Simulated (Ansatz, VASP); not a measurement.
**Al8N: VASP beside Ansatz**

```xyz
9
Lattice="2.8543 0.0000 0.0000 -1.4272 2.4719 0.0000 0.0000 0.0000 33.4761" Properties=species:S:1:pos:R:3 pbc="T T T"
Al    0.0000    1.6479    4.0000
Al    0.0000    0.0000    6.3458
Al    1.4272    0.8240    8.6916
Al    0.0000    0.0000   11.0374
Al    0.0000    1.6479   13.3643
Al    0.0000    0.0000   15.7222
Al    1.4272    0.8240   18.0804
Al    0.0000    0.0000   20.4761
N     0.9514   -0.5493   22.5461
```

Alike in both runs: task single point; functional PBE; k mesh 9 × 9 × 1; occupations gaussian, width 0.1 eV; no spin polarisation.

|  | VASP | Ansatz |
| --- | --- | --- |
| version | VASP 6.6.1 | Ansatz 0.2.0 |
| potentials or method | VASP PAW PBE potentials, release 64 (Al, N), cutoff 520 eV | scalar-relativistic, plane waves, PAW |
| valence electrons in the cell | 29 | 29 |

|  | VASP | Ansatz | Ansatz less VASP |
| --- | --- | --- | --- |
| gap on the k mesh at the Fermi level (eV) | none | none | - |
| rms of the force components (eV/Å) | 0.725 | 0.727 | +0.0024 |

Atom by atom the forces differ by 0.002 eV/Å (rms over components). A gap of «none» marks a metal or a gap that the smearing closes.
